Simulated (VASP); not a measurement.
# AlCo (Pm-3m) in VASP: further runs

The runs below take AlCo through single point, relaxation of cell and atoms, with r2SCAN.

Everything below comes from runs of VASP 6.6.1. Logs are shortened: lines on timing, memory, paths and dates and some standing lists are left out, and cuts for length are marked.

## (1) The cell of the first run

Symmetry: Pm-3m, No. 221, cubic system. Conventional cell: a = 2.819 Å, b = 2.819 Å, c = 2.819 Å, α = 90.00°, β = 90.00°, γ = 90.00°. Within 3.2 Å of Al (site symmetry m-3m) lie 8 Co at 2.44 Å and 6 Al at 2.82 Å. Co (site symmetry m-3m) has 8 Al at 2.44 Å and 6 Co at 2.82 Å within 3.2 Å.

## (2) Single point, r2SCAN

File POSCAR:

```
AlCo
1.0
    2.8194032100      0.0000000000      0.0000000000
    0.0000000000      2.8194032100      0.0000000000
    0.0000000000      0.0000000000      2.8194032100
Al Co
1 1
Direct
    0.0000000000      0.0000000000      0.0000000000
    0.5000000000      0.5000000000      0.5000000000
```

File INCAR.step1:

```
PREC     = Accurate       # precision mode
ENCUT    = 520            # plane-wave cutoff, eV
ISMEAR   = 0              # smearing method
SIGMA    = 0.1            # smearing width, eV
LREAL    = F              # projectors in reciprocal space
LASPH    = T              # aspherical terms in the spheres
NELM     = 60             # most SCF steps
NBANDS   = 13             # bands
GGA      = PE             # functional
ALGO     = Normal         # electronic algorithm
EDIFF    = 1E-4           # SCF threshold, eV
LWAVE    = T              # write WAVECAR
LCHARG   = F              # write CHGCAR
```

File INCAR.step2:

```
PREC     = Accurate       # precision mode
ENCUT    = 520            # plane-wave cutoff, eV
EDIFF    = 1E-6           # SCF threshold, eV
ISMEAR   = 0              # smearing method
SIGMA    = 0.1            # smearing width, eV
LREAL    = F              # projectors in reciprocal space
LASPH    = T              # aspherical terms in the spheres
NELM     = 60             # most SCF steps
ALGO     = Normal         # electronic algorithm
ISIF     = 2              # what is computed and relaxed
LWAVE    = F              # write WAVECAR
LCHARG   = T              # write CHGCAR
METAGGA  = R2SCAN         # meta-GGA
LMIXTAU  = T            
LELF     = T              # ELF
LVHAR    = T            
NBANDS   = 13             # bands
ISTART   = 1
```

File KPOINTS:

```
Automatic mesh
0
Gamma
  6 6 6
```

Potentials or basis: VASP PAW PBE potentials, release 64 (Al, Co).

The run is started by

```bash
$ cat potpaw_PBE.64/Al/POTCAR potpaw_PBE.64/Co/POTCAR > POTCAR
$ cp INCAR.step1 INCAR
$ mpirun -np 1 vasp_std > vasp.out
$ cp INCAR.step2 INCAR
$ mpirun -np 1 vasp_std > vasp.out
```

OUTCAR:

```text
PREC = Accurate
   ENCUT = 520
   EDIFF = 1E-6
   ISMEAR = 0
   LREAL = F
   LASPH = T
   NELM = 60
   ISIF = 2
   METAGGA = R2SCAN
   ISTART = 1

 ion  position               nearest neighbor table
   1  0.000  0.000  0.000-   2 2.44   2 2.44   2 2.44   2 2.44   2 2.44   2 2.44   2 2.44   2 2.44

   2  0.500  0.500  0.500-   1 2.44   1 2.44   1 2.44   1 2.44   1 2.44   1 2.44   1 2.44   1 2.44

  LATTYP: Found a simple cubic cell.
 ALAT       =     2.8194032100

  Lattice vectors:

 A1 = (   2.8194032100,   0.0000000000,   0.0000000000)
 A2 = (   0.0000000000,   2.8194032100,   0.0000000000)
 A3 = (   0.0000000000,   0.0000000000,   2.8194032100)

Analysis of symmetry for initial positions (statically):
=====================================================================
 Subroutine PRICEL returns:
 Original cell was already a primitive cell.

 Routine SETGRP: Setting up the symmetry group for a
 simple cubic supercell.

 Subroutine GETGRP returns: Found 48 space group operations
[... 9 lines left out ...]

 Routine SETGRP: Setting up the symmetry group for a
 simple cubic supercell.

 Subroutine GETGRP returns: Found 48 space group operations
[... 11 lines left out ...]
                                     Primitive cell

  volume of cell :      22.4115

  direct lattice vectors                    reciprocal lattice vectors
     2.819403210  0.000000000  0.000000000     0.354684990  0.000000000  0.000000000
     0.000000000  2.819403210  0.000000000     0.000000000  0.354684990  0.000000000
     0.000000000  0.000000000  2.819403210     0.000000000  0.000000000  0.354684990

  length of vectors
     2.819403210  2.819403210  2.819403210     0.354684990  0.354684990  0.354684990

  position of ions in fractional coordinates (direct lattice)
     0.000000000  0.000000000  0.000000000
     0.500000000  0.500000000  0.500000000

  ion indices of the primitive-cell ions
   primitive index   ion index
                 1           1
                 2           2

----------------------------------------------------------------------------------------

 KPOINTS: Automatic mesh

Automatic generation of k-mesh.
 Grid dimensions read from file:
 generate k-points for:    6    6    6

 Generating k-lattice:

  Cartesian coordinates                     Fractional coordinates (reciprocal lattice)
     0.059114165  0.000000000  0.000000000     0.166666667  0.000000000  0.000000000
     0.000000000  0.059114165  0.000000000     0.000000000  0.166666667  0.000000000
     0.000000000  0.000000000  0.059114165     0.000000000  0.000000000  0.166666667

  Length of vectors
     0.059114165  0.059114165  0.059114165

  Shift w.r.t. Gamma in fractional coordinates (k-lattice)
     0.000000000  0.000000000  0.000000000

 Subroutine IBZKPT returns following result:
 ===========================================

 Found     20 irreducible k-points:

 Following reciprocal coordinates:
            Coordinates               Weight
  0.000000  0.000000  0.000000      1.000000
  0.166667  0.000000  0.000000      6.000000
  0.333333  0.000000  0.000000      6.000000
  0.500000  0.000000  0.000000      3.000000
  0.166667  0.166667  0.000000     12.000000
  0.333333  0.166667  0.000000     24.000000
[... 12 lines left out ...]
  0.500000  0.500000  0.333333      6.000000
  0.500000  0.500000  0.500000      1.000000
   k-points           NKPTS =     20   k-points in BZ     NKDIM =     20   number of bands    NBANDS=     13
   number of dos      NEDOS =    301   number of ions     NIONS =      2
   total plane-waves  NPLWV =  13824
   dimension x,y,z NGX =    24 NGY =   24 NGZ =   24
   dimension x,y,z NGXF=    48 NGYF=   48 NGZF=   48
   ions per type =               1   1
   NGX,Y,Z   is equivalent  to a cutoff of  14.15, 14.15, 14.15 a.u.
   NGXF,Y,Z  is equivalent  to a cutoff of  28.30, 28.30, 28.30 a.u.
 SYSTEM =  unknown system
   PREC   = accura    normal or accurate (medium, high low for compatibility)
   ISTART =      1    job   : 0-new  1-cont  2-samecut
   ICHARG =      0    charge: 1-file 2-atom 10-const
   ISPIN  =      1    spin polarized calculation?
   LNONCOLLINEAR =      F non collinear calculations
   LSORBIT =      F    spin-orbit coupling
   LASPH  =      T    aspherical Exc in radial PAW
   ENCUT  =  520.0 eV  38.22 Ry    6.18 a.u.   5.24  5.24  5.24*2*pi/ulx,y,z
   NELM   =     60;   NELMIN=  2; NELMDL=  0     # of ELM steps
   EDIFF  = 0.1E-05   stopping-criterion for ELM
   LREAL  =      F    real-space projection
   EDIFFG = 0.1E-04   stopping-criterion for IOM
   NSW    =      0    number of steps for IOM
   IBRION =     -1    ionic relax: 0-MD 1-quasi-New 2-CG
   NFREE  =      0    steps in history (QN), initial steepest desc. (CG)
   ISIF   =      2    stress and relaxation
   ISYM   =      2    0-nonsym 1-usesym 2-fastsym
   POTIM  = 0.5000    time-step for ionic-motion
   TEBEG  =    0.0;   TEEND  =   0.0 temperature during run
   PSTRESS=    0.0 pullay stress
   NELECT =      12.0000    total number of electrons
   NUPDOWN=      -1.0000    fix difference up-down
   EMIN   =  10.00;   EMAX   =-10.00  energy-range for DOS
   EFERMI =   0.00;   METHOD = LEGACY
   ISMEAR =     0;   SIGMA  =   0.10  broadening in eV -4-tet -1-fermi 0-gaus
   EFERMI_NEDOS =   21; number of points for ismear=-14 and -15
   IALGO  =     38    algorithm
   IMIX   =      4    mixing-type and parameters
     AMIX     =   0.40;   BMIX     =  1.00
     AMIX_MAG =   1.60;   BMIX_MAG =  1.00
  volume/ion in A,a.u.               =      11.21        75.62
  Fermi-wavevector in a.u.,A,eV,Ry     =   1.329366  2.512138 24.044423  1.767215
  Thomas-Fermi vector in A             =   2.458534
   LORBIT       =      0    0 simple, 1 ext, 2 COOP (PROOUT), +10 PAW based schemes
   METAGGA = R2SCAN    functional components
   LHFCALC =     F    Hartree Fock is set to
   AEXX    =    0.0000 exact exchange contribution
   IVDW    =     0    specifies the selected vdW correction
   LEPSILON=     F    determine dielectric tensor
   LRPA    =     F    only Hartree local field effects (RPA)
 non-spin polarized calculation
 Gauss-broadening in eV      SIGMA  =   0.10
  energy-cutoff  :      520.00
  volume of cell :       22.41
 maximum number of plane-waves:       624
 NGX is ok and might be reduce to    24
   NGX = 11   NGY = 11   NGZ = 11

 number of electron      11.9999996 magnetization

 Free energy of the ion-electron system (eV)
  ---------------------------------------------------
  ext. energy  EPLUGINS =         0.00000000
  ---------------------------------------------------
  free energy    TOTEN  =       -21.06609244 eV

  energy without entropy =      -21.05881092  energy(sigma->0) =      -21.06245168

 E-fermi :  11.0434     XC(G=0): -13.4260

 val. band max:       10.8210676396   @ k =   0.5000   0.5000   0.5000
 cond. band min:      11.0492470591   @ k =   0.5000   0.3333   0.0000
 fundamental gap:      0.2281794194
 Fermi energy:        11.0434158570

 k-point     1 :       0.0000    0.0000    0.0000
  band No.  band energies     occupation
      1      -1.0051      2.00000
      2       7.7448      2.00000
      3       7.7448      2.00000
      4       9.8573      2.00000
      5       9.8573      2.00000
      6       9.8573      2.00000
      7      17.4319      0.00000
      8      17.4319      0.00000
      9      17.4319      0.00000
     10      20.0794      0.00000
     11      20.0794      0.00000
     12      28.0521      0.00000
     13      34.0395      0.00000

 k-point     2 :       0.1667    0.0000    0.0000
  band No.  band energies     occupation
      1      -0.4413      2.00000
      2       7.6092      2.00000
      3       7.9035      2.00000
      4       9.5913      2.00000
      5       9.5913      2.00000
      6       9.8868      2.00000
      7      14.2209      0.00000
      8      18.1785      0.00000
      9      18.1785      0.00000
     10      20.0045      0.00000
     11      22.9908      0.00000
     12      29.8213      0.00000
     13      30.4534      0.00000

 k-point     3 :       0.3333    0.0000    0.0000
  band No.  band energies     occupation
      1       1.1921      2.00000
      2       6.3495      2.00000
      3       8.2434      2.00000
      4       9.1311      2.00000
      5       9.1311      2.00000
      6       9.9462      2.00000
      7      11.7062      0.00000
      8      19.8163      0.00000
      9      20.0941      0.00000
     10      20.0941      0.00000
     11      25.4908      0.00000
     12      26.4391      0.00000
     13      26.4391      0.00000

 k-point     4 :       0.5000    0.0000    0.0000
  band No.  band energies     occupation
      1       3.6587      2.00000
      2       3.7070      2.00000
      3       8.4265      2.00000
      4       8.9273      2.00000
      5       8.9273      2.00000
      6       9.9763      2.00000
      7      11.2285      0.00886
      8      19.6975      0.00000
      9      22.2360      0.00000
     10      22.2360      0.00000
     11      23.6260      0.00000
     12      23.6260      0.00000
     13      27.3617      0.00000

 k-point     5 :       0.1667    0.1667    0.0000
  band No.  band energies     occupation
      1       0.1114      2.00000
      2       7.7496      2.00000
      3       7.8510      2.00000
      4       9.2871      2.00000
      5       9.5827      2.00000
      6       9.6776      2.00000
      7      14.2269      0.00000
      8      15.4121      0.00000
      9      18.9044      0.00000
     10      21.3897      0.00000
     11      25.1112      0.00000
     12      26.9297      0.00000
     13      30.8047      0.00000
[... 193 lines left out ...]
 k-point    18 :       0.5000    0.3333    0.3333
  band No.  band energies     occupation
      1       5.6931      2.00000
      2       6.6490      2.00000
      3       7.0605      2.00000
      4       9.5280      2.00000
      5       9.6781      2.00000
      6      11.0830      0.57530
      7      11.4376      0.00000
      8      15.4883      0.00000
      9      16.8349      0.00000
     10      16.9652      0.00000
     11      18.2957      0.00000
     12      21.4666      0.00000
     13      25.2632      0.00000

 k-point    19 :       0.5000    0.5000    0.3333
  band No.  band energies     occupation
      1       6.1651      2.00000
      2       6.7380      2.00000
      3       6.7380      2.00000
      4       9.7130      2.00000
      5      10.8109      1.99899
      6      11.8917      0.00000
      7      11.8917      0.00000
      8      13.5075      0.00000
      9      15.2443      0.00000
     10      18.6097      0.00000
     11      18.7054      0.00000
     12      18.7054      0.00000
     13      23.0150      0.00000

 k-point    20 :       0.5000    0.5000    0.5000
  band No.  band energies     occupation
      1       6.5283      2.00000
      2       6.5283      2.00000
      3       6.5283      2.00000
      4      10.8211      1.99834
      5      10.8211      1.99834
      6      13.2989      0.00000
      7      13.2989      0.00000
      8      13.2989      0.00000
      9      16.1137      0.00000
     10      16.5547      0.00000
     11      16.5547      0.00000
     12      16.5547      0.00000
     13      21.0878      0.00000

------------------------ aborting loop because EDIFF is reached ----------------------------------------

  FORCE on cell =-STRESS in cart. coord.  units (eV):
  Direction    XX          YY          ZZ          XY          YZ          ZX
  --------------------------------------------------------------------------------------
  -------------------------------------------------------------------------------------
  Total        0.1314898      0.1314898      0.1314898      0.0000000     -0.0000000      0.0000000
  in kB        9.4000689      9.4000689      9.4000689      0.0000000     -0.0000000      0.0000000
  external PRESSURE =       9.4000689 kB  Pullay stress =       0.0000000 kB

 VOLUME and BASIS-vectors are now :
 -----------------------------------------------------------------------------
  energy-cutoff  :      520.00
  volume of cell :       22.41
      direct lattice vectors                 reciprocal lattice vectors
     2.819403210  0.000000000  0.000000000     0.354684990  0.000000000  0.000000000
     0.000000000  2.819403210  0.000000000     0.000000000  0.354684990  0.000000000
     0.000000000  0.000000000  2.819403210     0.000000000  0.000000000  0.354684990

 POSITION                                       TOTAL-FORCE (eV/Angst)
 -----------------------------------------------------------------------------------
      0.00000      0.00000      0.00000         0.000000      0.000000      0.000000
      1.40970      1.40970      1.40970         0.000000      0.000000      0.000000
 -----------------------------------------------------------------------------------
    total drift:                                0.000000     -0.000000     -0.000000

  FREE ENERGIE OF THE ION-ELECTRON SYSTEM (eV)
  ---------------------------------------------------
  free  energy   TOTEN  =       -21.0660924446 eV

  energy  without entropy=      -21.0588109224  energy(sigma->0) =      -21.06245168
```

It took 17 s on 1 thread of Intel Xeon Platinum 8375C at 2.90GHz (Ice Lake), shared host; peak memory 0.14 GiB.

Results:

```
Free energy            : -21.0661 eV
Pressure               : 0.9 GPa
Band gap on the k mesh : zero (band 6 reaches 13.30 eV, above the bottom of band 7 at 10.78 eV)
```

Caveat: the k points lie up to 0.37 Å⁻¹ apart; the PAW data sets were made with another functional, which shifts forces and pressure a little. Spin polarisation is off, so any magnetic state and its effect on volume and gap are missing.

## (3) Single point, r2SCAN

This run uses another cell than the first one, of 11.25 Å³/atom, 1.004 times its volume.

File POSCAR:

```
AlCo
1.0
    2.8231276704      0.0000000000      0.0000000000
    0.0000000000      2.8231276704      0.0000000000
    0.0000000000      0.0000000000      2.8231276704
Al Co
1 1
Direct
    0.0000000000      0.0000000000      0.0000000000
    0.5000000000      0.5000000000      0.5000000000
```

File INCAR.step1:

```
ALGO = Normal
EDIFF = 1E-4
ENCUT = 520
GGA = PE
ISMEAR = 0
LASPH = True
LCHARG = False
LREAL = False
LWAVE = True
NBANDS = 13
NELM = 80
PREC = Accurate
SIGMA = 0.1
```

File INCAR.step2:

```
ALGO = Normal
EDIFF = 1E-6
ENCUT = 520
ISIF = 2
ISMEAR = 0
ISTART = 1
LASPH = True
LCHARG = True
LELF = True
LMIXTAU = True
LREAL = False
LVHAR = True
LWAVE = False
METAGGA = R2SCAN
NBANDS = 13
NELM = 80
PREC = Accurate
SIGMA = 0.1
```

File KPOINTS:

```
k-points
0
Gamma
  14 14 14
```

Potentials or basis: VASP PAW PBE potentials, release 64 (Al, Co).

The run is started by

```bash
$ cat potpaw_PBE.64/Al/POTCAR potpaw_PBE.64/Co/POTCAR > POTCAR
$ cp INCAR.step1 INCAR
$ mpirun -np 1 vasp_std > vasp.out
$ cp INCAR.step2 INCAR
$ mpirun -np 1 vasp_std > vasp.out
```

Run time: 60 s. Hardware: 1 thread of Intel Xeon Platinum 8375C at 2.90GHz (Ice Lake), shared host; peak memory 0.17 GiB.

The run converged. Its results:

```yaml
Free_energy: -21.0808 eV
Pressure: -0.2 GPa
Band_gap_on_the_k_mesh: zero (band 6 reaches 13.24 eV, above the bottom of band 7 at 10.70 eV)
```

Levels at points of the mesh, in eV from the Fermi level:
```tsv
k point	band 4	band 5	band 6	band 7	band 8	band 9
(0.00, 0.00, 0.00)	-1.14	-1.14	-1.14	6.45	6.45	6.45
(0.50, 0.00, 0.00)	-2.06	-2.06	-1.02	0.24	8.73	11.25
(0.50, 0.50, 0.00)	-3.04	-1.85	-1.85	-0.21	2.60	3.72
(0.50, 0.50, 0.50)	-0.17	-0.17	2.33	2.33	2.33	5.11
```

Caveat: the PAW data sets were made with another functional, which shifts forces and pressure a little.

## (4) Relaxation of cell and atoms, r2SCAN

File POSCAR:

```
AlCo
1.0
    2.8194032100      0.0000000000      0.0000000000
    0.0000000000      2.8194032100      0.0000000000
    0.0000000000      0.0000000000      2.8194032100
Al Co
1 1
Direct
    0.0000000000      0.0000000000      0.0000000000
    0.5000000000      0.5000000000      0.5000000000
```

File INCAR.step1:

```
ALGO = Normal
EDIFF = 1E-4
ENCUT = 600
GGA = PE
ISMEAR = 0
LASPH = T
LCHARG = F
LREAL = F
LWAVE = T
NELM = 60
PREC = Accurate
SIGMA = 0.1
```

File INCAR.step2:

```
ALGO = Normal
EDIFF = 1E-6
EDIFFG = -0.005
ENCUT = 600
IBRION = 2
ISIF = 3
ISMEAR = 0
ISTART = 1
LASPH = T
LCHARG = F
LMIXTAU = T
LREAL = F
LWAVE = F
METAGGA = R2SCAN
NELM = 60
NSW = 100
PREC = Accurate
SIGMA = 0.1
```

KPOINTS is that of step 3.

The run is started by

```bash
$ cat potpaw_PBE.64/Al/POTCAR potpaw_PBE.64/Co/POTCAR > POTCAR
$ cp INCAR.step1 INCAR
$ mpirun -np 1 vasp_std > vasp.out
$ cp INCAR.step2 INCAR
$ mpirun -np 1 vasp_std > vasp.out
```

It took 4.7 min on 1 thread of Intel Xeon Platinum 8375C at 2.90GHz (Ice Lake), shared host; peak memory 0.17 GiB.

Results (log left out):

* Free energy: -21.0812 eV
* Relaxed volume: 11.23 Å³/atom
* Relaxed cell: a = 2.821 Å, b = 2.821 Å, c = 2.821 Å, α = 90.00°, β = 90.00°, γ = 90.00°
* Space group after relaxing (to 0.05 Å): Pm-3m (No. 221)
* Energy gained by relaxing: 0.0 meV/atom
* Ionic steps: 12
* Pressure after relaxing: 0.0 GPa
* Band gap on the k mesh: zero (band 6 reaches 13.27 eV, above the bottom of band 7 at 10.73 eV)

Final structure:
```cif
data_structure
_symmetry_space_group_name_H-M 'P 1'
_symmetry_Int_Tables_number 1
_cell_length_a 2.8214
_cell_length_b 2.8214
_cell_length_c 2.8214
_cell_angle_alpha 90.000
_cell_angle_beta 90.000
_cell_angle_gamma 90.000
_cell_volume 22.46
loop_
_atom_site_label
_atom_site_type_symbol
_atom_site_fract_x
_atom_site_fract_y
_atom_site_fract_z
_atom_site_occupancy
Al1 Al 0.00000 0.00000 0.00000 1
Co1 Co 0.50000 0.50000 0.50000 1
```

Levels at points of the mesh, in eV from the Fermi level:
| k point | band 2 | band 3 | band 4 | band 5 | band 6 | band 7 | band 8 | band 9 | band 10 |
| --- | --- | --- | --- | --- | --- | --- | --- | --- | --- |
| (0.00, 0.00, 0.00) | -3.23 | -3.23 | -1.14 | -1.14 | -1.14 | 6.46 | 6.46 | 6.46 | 9.10 |
| (0.50, 0.00, 0.00) | -7.25 | -2.55 | -2.06 | -2.06 | -1.02 | 0.24 | 8.73 | 11.26 | 11.26 |
| (0.50, 0.50, 0.00) | -3.34 | -3.04 | -3.04 | -1.86 | -1.86 | -0.21 | 2.61 | 3.73 | 14.07 |
| (0.50, 0.50, 0.50) | -4.44 | -4.44 | -0.17 | -0.17 | 2.33 | 2.33 | 2.33 | 5.13 | 5.56 |

Caveat: the PAW data sets were made with another functional, which shifts forces and pressure a little.

## (5) Overview

| task | cell | k mesh | cutoff (eV) | gap on the mesh (eV) | pressure (GPa) |
| --- | --- | --- | --- | --- | --- |
| single point | a = 2.819 Å, 2 atoms | 6 × 6 × 6 | 520 | none | 0.9 |
| single point | a = 2.823 Å, 2 atoms | 14 × 14 × 14 | 520 | none | -0.2 |
| relaxation of cell and atoms | relaxed from a = 2.819 Å, 2 atoms | 14 × 14 × 14 | 600 | none | 0.0 |

Alike in all rows: level r2SCAN; potentials or basis VASP PAW PBE potentials, release 64 (Al, Co); no spin polarisation; smearing gaussian 0.1 eV.

Caveats: some runs use coarse meshes; the PAW data sets were made with another functional, which shifts forces and pressure a little.

Absolute energies hang on the potentials; compare differences alone.
